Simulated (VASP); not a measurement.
Here is a VASP 6.6.1 calculation.

The input INCAR:

```
PREC = Accurate
ENCUT = 520
EDIFF = 1E-6
ISMEAR = 0
SIGMA = 0.1
LREAL = F
LASPH = T
NELM = 100
ALGO = Normal
ISIF = 2
LWAVE = F
LCHARG = F
GGA = PS
NBANDS = 16
```

Contents of KPOINTS:

```
regular mesh
0
Gamma
  18 18 18
```

Contents of POSCAR:

```
VN
1.0
    0.0000000000      2.0364207725      2.0364207725
    2.0364207725      0.0000000000      2.0364207725
    2.0364207725      2.0364207725      0.0000000000
V N
1 1
Direct
    0.0000000000      0.0000000000      0.0000000000
    0.5000000000      0.5000000000      0.5000000000
```

Potentials or basis: VASP PAW PBE potentials, release 64 (V_sv, N).

Command:

```bash
$ cat potpaw_PBE.64/V_sv/POTCAR potpaw_PBE.64/N/POTCAR > POTCAR
$ mpirun -np 1 vasp_std > vasp.out
```

Task: Estimate the pressure.

Result: 0.7 GPa.

Task: Estimate the band gap on the k mesh.

Result: Zero (band 9 reaches 13.03 eV, above the bottom of band 10 at 10.75 eV).

Caveat: the PAW data sets were made with another functional, which shifts forces and pressure a little; the run has no spin polarisation, though such a crystal can be magnetic. With open d or f shells a metallic result of PBEsol can be an artefact of self-interaction; +U or a hybrid may open a gap.
